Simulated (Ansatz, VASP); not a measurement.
Given: the input of a run of Ansatz 0.2.0 on Ti.

The input input.yaml:

```yaml
crystal:
  lattice:
    - [4.4741369374, 0.0, 0.0]
    - [-2.2370684687, 3.8747162478, 0.0]
    - [0.0, 0.0, 2.7685496267]
  atoms:
    - { symbol: Ti, position: [0.6666666667, 0.3333333333, 0.5] }
    - { symbol: Ti, position: [0.3333333333, 0.6666666667, 0.5] }
    - { symbol: Ti, position: [0.0, 0.0, 0.0] }
kpoints:
  mp_grid: { grid: [7, 7, 9] }
scf:
  occupations: { method: fermi_dirac, width: 0.05 }
hamiltonian:
  xc: pbesol
  pseudopotentials: { kind: all_electron, lapw: { basis_error: 0.001 } }
output:
  forces: true
  stress: true
  eigenvalues: true
```

Potentials or basis: all-electron LAPW, scalar-relativistic.

Launch:

```sh
$ ansatz run input.yaml --threads 2 --pin off --max-ram 8192MiB --backend cpu --events-out ev --progress --plain --runs-dir out
```

**Question.** Set up the same calculation for VASP 6.6.1. Potentials there: VASP PAW PBE potentials, release 64 (Ti_sv).

**Answer.** As run (the cutoff follows the program's own potentials):

INCAR

```
PREC = Accurate
ENCUT = 520
EDIFF = 1E-6
ISMEAR = -1
SIGMA = 0.05
LREAL = F
LASPH = T
NELM = 60
ALGO = Normal
ISIF = 2
LWAVE = F
LCHARG = T
GGA = PS
LELF = T
LVHAR = T
NBANDS = 25
```

File KPOINTS:

```
regular mesh
0
Gamma
  7 7 9
```

POSCAR

```
Ti
1.0
    4.4741369374      0.0000000000      0.0000000000
   -2.2370684687      3.8747162478      0.0000000000
    0.0000000000      0.0000000000      2.7685496267
Ti
3
Direct
    0.6666666667      0.3333333333      0.5000000000
    0.3333333333      0.6666666667      0.5000000000
    0.0000000000      0.0000000000      0.0000000000
```

Potentials or basis: VASP PAW PBE potentials, release 64 (Ti_sv).

Launch:

```sh
$ cat potpaw_PBE.64/Ti_sv/POTCAR > POTCAR
$ mpirun -np 1 vasp_std > vasp.out
```

Both were run:

|  | VASP | Ansatz | Ansatz less VASP |
| --- | --- | --- | --- |
| gap on the k mesh at the Fermi level (eV) | none | none | - |
| pressure (GPa) | 3.4 | 3.7 | +0.28 |
| traceless stress, the component that is largest in VASP (GPa) | 0.35 | 0.35 | +0.008 |

VASP's potentials were made for PBE, not for PBEsol. A gap of «none» marks a metal or a gap that the smearing closes. Ansatz ran all-electron here, and VASP with PAW potentials.
